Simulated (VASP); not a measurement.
# BaO (Fm-3m) in VASP: G0W0 quasiparticle levels with PBEsol

Aim: the G0W0 quasiparticle levels of BaO with PBEsol.

Everything below comes from runs of VASP 6.6.1. Logs are shortened: lines on timing, memory, paths and dates and some standing lists are left out, and cuts for length are marked.

### 1 The cell of the first run

Symmetry: Fm-3m, No. 225, cubic system. Conventional cell: a = 5.490 Å, b = 5.490 Å, c = 5.490 Å, α = 90.00°, β = 90.00°, γ = 90.00°. Within 3.6 Å of Ba (site symmetry m-3m) lie 6 O at 2.74 Å. Within 3.6 Å of O (site symmetry m-3m) lie 6 Ba at 2.74 Å.

### 2 G0W0 quasiparticle levels, PBEsol

File POSCAR:

```
BaO
1.0
    0.0000000000      2.7449382241      2.7449382241
    2.7449382241      0.0000000000      2.7449382241
    2.7449382241      2.7449382241      0.0000000000
Ba O
1 1
Direct
    0.0000000000      0.0000000000      0.0000000000
    0.5000000000      0.5000000000      0.5000000000
```

File INCAR.step1:

```
SYSTEM = BaO
PREC = Accurate
ENCUT = 500
EDIFF = 1E-8
ISMEAR = 0
SIGMA = 0.01
LREAL = .FALSE.
LASPH = .TRUE.
NELM = 60
ALGO = Normal
LWAVE = .TRUE.
LCHARG = .FALSE.
GGA = PS
```

File INCAR.step2:

```
SYSTEM = BaO
PREC = Accurate
ENCUT = 500
EDIFF = 1E-8
ISMEAR = 0
SIGMA = 0.01
LREAL = .FALSE.
LASPH = .TRUE.
NELM = 1
ALGO = Exact
LWAVE = .TRUE.
LCHARG = .FALSE.
GGA = PS
NBANDS = 234
LOPTICS = .TRUE.
ISTART = 1
```

File INCAR.step3:

```
SYSTEM = BaO
PREC = Accurate
ENCUT = 500
EDIFF = 1E-8
ISMEAR = 0
SIGMA = 0.01
LREAL = .FALSE.
LASPH = .TRUE.
ALGO = EVGW0
LWAVE = .FALSE.
LCHARG = .FALSE.
GGA = PS
NELMGW = 1
NBANDS = 234
ENCUTGW = 180.0
NOMEGA = 96
PRECFOCK = Fast
ISTART = 1
NBANDSGW = 16
OMEGAMAX = 20
```

File KPOINTS:

```
Automatic mesh
0
G
  4 4 4
  0 0 0
```

Potentials or basis: VASP PAW PBE potentials, release 64 (Ba_sv_GW, O_GW).

Launch:

```console
> cat potpaw_PBE.64/Ba_sv_GW/POTCAR potpaw_PBE.64/O_GW/POTCAR > POTCAR
> cp INCAR.step1 INCAR
> mpirun -np 1 vasp_std > vasp.out
> cp INCAR.step2 INCAR
> mpirun -np 1 vasp_std > vasp.out
> cp INCAR.step3 INCAR
> mpirun -np 1 vasp_std > vasp.out
```

OUTCAR:

```text
SYSTEM = BaO
   PREC = Accurate
   ENCUT = 500
   EDIFF = 1E-8
   ISMEAR = 0
   LREAL = .FALSE.
   LASPH = .TRUE.
   GGA = PS
   NELMGW = 1
   ENCUTGW = 180.0
   PRECFOCK = Fast
   ISTART = 1

 ion  position               nearest neighbor table
   1  0.000  0.000  0.000-
   2  0.500  0.500  0.500-

  LATTYP: Found a face centered cubic cell.
 ALAT       =     5.4898764482

  Lattice vectors:

 A1 = (   0.0000000000,   2.7449382241,   2.7449382241)
 A2 = (   2.7449382241,   0.0000000000,   2.7449382241)
 A3 = (   2.7449382241,   2.7449382241,   0.0000000000)

Analysis of symmetry for initial positions (statically):
=====================================================================
 Subroutine PRICEL returns:
 Original cell was already a primitive cell.

 Routine SETGRP: Setting up the symmetry group for a
 face centered cubic supercell.

 Subroutine GETGRP returns: Found 48 space group operations
 (whereof 48 operations were pure point group operations)
 out of a pool of 48 trial point group operations.

The static configuration has the point symmetry O_h .

Analysis of symmetry for dynamics (positions and initial velocities):
=====================================================================
 Subroutine PRICEL returns:
 Original cell was already a primitive cell.

 Routine SETGRP: Setting up the symmetry group for a
 face centered cubic supercell.

 Subroutine GETGRP returns: Found 48 space group operations
 (whereof 48 operations were pure point group operations)
 out of a pool of 48 trial point group operations.

The dynamic configuration has the point symmetry O_h .

 Subroutine INISYM returns: Found 48 space group operations
 (whereof 48 operations are pure point group operations),
 and found     1 'primitive' translations

----------------------------------------------------------------------------------------

                                     Primitive cell

  volume of cell :      41.3645

  direct lattice vectors                    reciprocal lattice vectors
     0.000000000  2.744938224  2.744938224    -0.182153462  0.182153462  0.182153462
     2.744938224  0.000000000  2.744938224     0.182153462 -0.182153462  0.182153462
     2.744938224  2.744938224  0.000000000     0.182153462  0.182153462 -0.182153462

  length of vectors
     3.881928864  3.881928864  3.881928864     0.315499051  0.315499051  0.315499051

  position of ions in fractional coordinates (direct lattice)
     0.000000000  0.000000000  0.000000000
     0.500000000  0.500000000  0.500000000

  ion indices of the primitive-cell ions
   primitive index   ion index
                 1           1
                 2           2

----------------------------------------------------------------------------------------

 KPOINTS: Automatic mesh

Automatic generation of k-mesh.
 Grid dimensions read from file:
 generate k-points for:    4    4    4

 Generating k-lattice:

  Cartesian coordinates                     Fractional coordinates (reciprocal lattice)
    -0.045538365  0.045538365  0.045538365     0.250000000  0.000000000  0.000000000
     0.045538365 -0.045538365  0.045538365     0.000000000  0.250000000  0.000000000
     0.045538365  0.045538365 -0.045538365     0.000000000  0.000000000  0.250000000

  Length of vectors
     0.078874763  0.078874763  0.078874763

  Shift w.r.t. Gamma in fractional coordinates (k-lattice)
     0.000000000  0.000000000  0.000000000

 Subroutine IBZKPT returns following result:
 ===========================================

 Found      8 irreducible k-points:

 Following reciprocal coordinates:
            Coordinates               Weight
  0.000000  0.000000  0.000000      1.000000
  0.250000  0.000000  0.000000      8.000000
  0.500000  0.000000  0.000000      4.000000
  0.250000  0.250000  0.000000      6.000000
  0.500000  0.250000  0.000000     24.000000
 -0.250000  0.250000  0.000000     12.000000
  0.500000  0.500000  0.000000      3.000000
 -0.250000  0.500000  0.250000      6.000000
   k-points           NKPTS =      8   k-points in BZ     NKDIM =     64   number of bands    NBANDS=    234
   number of dos      NEDOS =    301   number of ions     NIONS =      2
   total plane-waves  NPLWV =  21952
   dimension x,y,z NGX =    28 NGY =   28 NGZ =   28
   dimension x,y,z NGXF=    56 NGYF=   56 NGZF=   56
   ions per type =               1   1
   NGX,Y,Z   is equivalent  to a cutoff of  11.99, 11.99, 11.99 a.u.
   NGXF,Y,Z  is equivalent  to a cutoff of  23.98, 23.98, 23.98 a.u.
 SYSTEM =  BaO
   PREC   = accura    normal or accurate (medium, high low for compatibility)
   ISTART =      1    job   : 0-new  1-cont  2-samecut
   ICHARG =      0    charge: 1-file 2-atom 10-const
   ISPIN  =      1    spin polarized calculation?
   LNONCOLLINEAR =      F non collinear calculations
   LSORBIT =      F    spin-orbit coupling
   LASPH  =      T    aspherical Exc in radial PAW
   ENCUT  =  500.0 eV  36.75 Ry    6.06 a.u.   7.08  7.08  7.08*2*pi/ulx,y,z
   NELM   =     60;   NELMIN=  2; NELMDL=  0     # of ELM steps
   EDIFF  = 0.1E-07   stopping-criterion for ELM
   LREAL  =      F    real-space projection
   EDIFFG = 0.1E-06   stopping-criterion for IOM
   NSW    =      0    number of steps for IOM
   IBRION =     -1    ionic relax: 0-MD 1-quasi-New 2-CG
   NFREE  =      0    steps in history (QN), initial steepest desc. (CG)
   ISIF   =      0    stress and relaxation
   ISYM   =      3    0-nonsym 1-usesym 2-fastsym
   POTIM  = 0.5000    time-step for ionic-motion
   TEBEG  =    0.0;   TEEND  =   0.0 temperature during run
   PSTRESS=    0.0 pullay stress
   NELECT =      16.0000    total number of electrons
   NUPDOWN=      -1.0000    fix difference up-down
   EMIN   =  10.00;   EMAX   =-10.00  energy-range for DOS
   EFERMI =   0.00;   METHOD = LEGACY
   ISMEAR =     0;   SIGMA  =   0.01  broadening in eV -4-tet -1-fermi 0-gaus
   EFERMI_NEDOS =   21; number of points for ismear=-14 and -15
   IALGO  =     38    algorithm
   IMIX   =      4    mixing-type and parameters
     AMIX     =   0.40;   BMIX     =  1.00
     AMIX_MAG =   1.60;   BMIX_MAG =  1.00
  volume/ion in A,a.u.               =      20.68       139.57
  Fermi-wavevector in a.u.,A,eV,Ry     =   1.192813  2.254089 19.358398  1.422802
  Thomas-Fermi vector in A             =   2.328842
   LORBIT       =      0    0 simple, 1 ext, 2 COOP (PROOUT), +10 PAW based schemes
   GGA     = PS    functional components
   LHFCALC =     T    Hartree Fock is set to
   PRECFOCK=fast      Normal, Fast or Accurate (Low or Medium for compatibility)
   ENCUT4O =  -1.0   cutoff for four orbital integrals eV
   NKREDX  =     1    reduce k-point grid by
   NKREDY  =     1    reduce k-point grid by
   NKREDZ  =     1    reduce k-point grid by
   AEXX    =    1.0000 exact exchange contribution
   HFSCREEN=    0.0000 screening length (either q_TF or 0.3 A-1)
   HFSCREENC=   0.0000 screening length for correlation (either q_TF or 0.3 A-1)
   ENCUTFOCK=  -1.0 apply spherical cutoff to Coloumb kernel
   IVDW    =     0    specifies the selected vdW correction
   LEPSILON=     F    determine dielectric tensor
   LRPA    =     F    only Hartree local field effects (RPA)
   LRPAFORCE           =     F    calculate RPA forces
   ENCUTGW             = 180.0    cutoff for response function in eV
   ENCUTGWSOFT         = 144.0    soft cutoff for Coulomb kernel in GW response function in eV
   ENCUTLF             =  -1.0    cutoff for local field effects
   NELMGW              =     1    number of iterations in solving QP/BSE equation
   NELMHF              =     1    number of iterations in the inner HF iteration
   NKREDLFX            =     1    NKREDLFY  =   1   NKREDLFZ  =   1
 non-spin polarized calculation
 Gauss-broadening in eV      SIGMA  =   0.01
  energy-cutoff  :      500.00
  volume of cell :       41.36
 maximum number of plane-waves:      1067
  NGX = 16; NGY = 16; NGZ = 16
   NGX = 15   NGY = 15   NGZ = 15
 maximum number of plane-waves:       259

 QP shifts <psi_nk| G(iteration)W_0 |psi_nk>: iteration 1
 for sc-GW calculations column KS-energies equals QP-energies in previous step
 and V_xc(KS)=  KS-energies - (<T + V_ion + V_H > + <T+V_H+V_ion>^1  + <V_x>^1)

 k-point   1 :       0.0000    0.0000    0.0000
  band No.  KS-energies  QP-energies   sigma(KS)   V_xc(KS)     V^pw_x(r,r')   Z            occupation Imag(sigma)

      1     -21.3113     -22.3090     -16.6954     -15.0942     -24.4437       0.6231       2.0000       1.3910
      2     -10.5712     -11.9228     -21.5016     -19.2815     -30.6131       0.6088       2.0000       0.6095
      3      -5.7561      -7.3923     -16.4632     -14.3683     -19.3275       0.7810       2.0000       0.1393
      4      -5.7561      -7.3923     -16.4632     -14.3683     -19.3275       0.7810       2.0000       0.1393
      5      -5.7561      -7.3923     -16.4632     -14.3683     -19.3275       0.7810       2.0000       0.1393
      6       3.9029       3.1393     -19.0980     -18.0323     -23.1456       0.7165       2.0000       0.0744
[... 8 lines left out ...]
     15      11.8459      13.8212      -7.6282     -10.1356      -2.1146       0.7878       0.0000      -0.1446
     16      15.0953      19.4256      -9.7414     -15.5283      -3.1404       0.7483       0.0000      -0.1305

 k-point   2 :       0.2500    0.0000    0.0000
  band No.  KS-energies  QP-energies   sigma(KS)   V_xc(KS)     V^pw_x(r,r')   Z            occupation Imag(sigma)

      1     -21.1676     -22.2337     -16.7929     -15.1797     -24.4415       0.6609       2.0000       1.3691
      2     -10.9757     -12.2745     -20.6703     -18.5341     -29.6657       0.6080       2.0000       0.6000
      3      -5.8901      -7.5326     -16.9194     -14.8202     -20.1330       0.7824       2.0000       0.1818
      4      -5.8213      -7.4656     -16.3869     -14.2889     -19.2290       0.7838       2.0000       0.1303
      5      -5.8213      -7.4656     -16.3869     -14.2889     -19.2290       0.7838       2.0000       0.1303
      6       2.9672       2.1400     -17.0435     -15.8873     -20.8040       0.7155       2.0000       0.0830
[... 8 lines left out ...]
     15      13.8338      16.8957      -8.8263     -12.8231      -2.7658       0.7661       0.0000      -0.1495
     16      14.7890      18.9017      -9.4641     -14.8852      -2.9708       0.7586       0.0000      -0.1354

 k-point   3 :       0.5000    0.0000    0.0000
  band No.  KS-energies  QP-energies   sigma(KS)   V_xc(KS)     V^pw_x(r,r')   Z            occupation Imag(sigma)

      1     -21.0153     -22.1335     -16.8971     -15.2756     -24.4403       0.6896       2.0000       1.3318
      2     -11.3836     -12.7071     -19.9439     -17.8569     -28.8418       0.6341       2.0000       0.6465
      3      -6.0076      -7.6531     -17.3276     -15.2138     -20.8454       0.7784       2.0000       0.2209
      4      -5.8838      -7.5477     -16.3311     -14.2149     -19.1370       0.7863       2.0000       0.1219
      5      -5.8838      -7.5477     -16.3311     -14.2149     -19.1370       0.7863       2.0000       0.1219
      6       2.2972       1.4300     -16.0150     -14.7885     -19.7648       0.7071       2.0000       0.1014
[... 74 lines left out ...]
      1     -20.9377     -22.1035     -16.9410     -15.3356     -24.4724       0.7262       2.0000       1.3368
      2     -10.7828     -12.1328     -21.3548     -19.1425     -30.6242       0.6102       2.0000       0.6158
      3      -7.3997      -9.0718     -15.4109     -13.2526     -18.9237       0.7747       2.0000       0.2825
      4      -6.4065      -8.0076     -16.0769     -13.9497     -19.2017       0.7527       2.0000       0.1913
      5      -6.4065      -8.0076     -16.0769     -13.9497     -19.2017       0.7527       2.0000       0.1913
      6       4.1729       3.4079     -19.3163     -18.2616     -23.2223       0.7254       2.0000       0.0709
[... 8 lines left out ...]
     15      14.3350      18.1761      -9.1180     -14.1384      -2.7148       0.7651       0.0000      -0.1304
     16      14.4695      15.4751     -10.5955     -11.8950      -5.3359       0.7739       0.0000      -0.2336

 k-point   8 :      -0.2500    0.5000    0.2500
  band No.  KS-energies  QP-energies   sigma(KS)   V_xc(KS)     V^pw_x(r,r')   Z            occupation Imag(sigma)

      1     -20.9313     -22.1025     -16.9460     -15.3371     -24.4643       0.7279       2.0000       1.3278
      2     -10.9987     -12.3422     -20.8525     -18.6898     -30.0085       0.6212       2.0000       0.6218
      3      -6.9385      -8.5228     -15.6801     -13.5435     -19.0112       0.7415       2.0000       0.2361
      4      -6.9385      -8.5228     -15.6801     -13.5435     -19.0112       0.7415       2.0000       0.2361
      5      -5.8313      -7.4858     -16.7685     -14.6587     -19.8138       0.7842       2.0000       0.1558
      6       2.9524       2.1152     -17.8896     -16.7138     -22.0286       0.7120       2.0000       0.0913
[... 8 lines left out ...]
     15      14.4946      15.5463     -10.5740     -11.9266      -5.3523       0.7775       0.0000      -0.2418
     16      14.8229      16.7384     -10.9158     -13.3991      -5.5208       0.7714       0.0000      -0.1316
```

Wall time 3.5 min (1 thread of Intel Xeon Platinum 8488C (Sapphire Rapids), shared host); peak memory 0.63 GiB.

What came out:

```
Quasiparticle gap                                   : 3.17 eV
Least direct quasiparticle gap                      : 3.17 eV
Band gap of the starting levels on the mesh         : 1.83 eV
Least direct gap of the starting levels on the mesh : 1.83 eV
```

Caveat: the k points lie up to 0.50 Å⁻¹ apart; bands, screening cutoff and mesh are small and nothing is extrapolated, so the quasiparticle values aren't converged; spin-orbit coupling is left out, which moves the levels of the heavy elements.
